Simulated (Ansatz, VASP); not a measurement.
**SiNi: VASP beside Ansatz**

```xyz
8
Lattice="5.2260 0.0000 0.0000 0.0000 3.3206 0.0000 0.0000 0.0000 5.6334" Properties=species:S:1:pos:R:3 pbc="T T T"
Si    1.6752    2.4905    0.4570
Si    0.9378    0.8302    3.2737
Si    4.2882    2.4905    2.3597
Si    3.5508    0.8302    5.1764
Ni    0.0387    0.8302    1.0585
Ni    2.5743    2.4905    3.8752
Ni    2.6517    0.8302    1.7582
Ni    5.1873    2.4905    4.5749
```

Alike in both runs: functional PBE; k mesh 4 × 6 × 4; occupations gaussian, width 0.05 eV; collinear spin.

Ansatz relaxed the structure, and its values are those at the end. VASP's run is a single point on that final structure, the one shown.

```csv
,VASP,Ansatz
version,VASP 6.6.1,Ansatz 0.2.0
potentials or method,"VASP PAW PBE potentials, release 64 (Si, Ni), cutoff 520 eV","scalar-relativistic, plane waves, PAW"
valence electrons in the cell,56,88
```

VASP gave:

```
gap on the k mesh at the Fermi level (eV) : none
pressure (GPa)                            : 0.0
rms of the force components (eV/Å)        : 0.007
net moment per atom (μB)                  : 0.00
```

Q: Which values does Ansatz return?

A: gap on the k mesh at the Fermi level (eV): none; pressure (GPa): 0.0; rms of the force components (eV/Å): 0.005; net moment per atom (μB): 0.00.

A gap of «none» marks a metal or a gap that the smearing closes. With one functional, cell and mesh, what is left measures potentials, basis and numerics. VASP's potentials hold 56 valence electrons a cell and Ansatz's 88, so a difference there can come from the potentials and not from the codes. Ansatz's warnings: filled band counts differ across k points, seeded moment not kept.
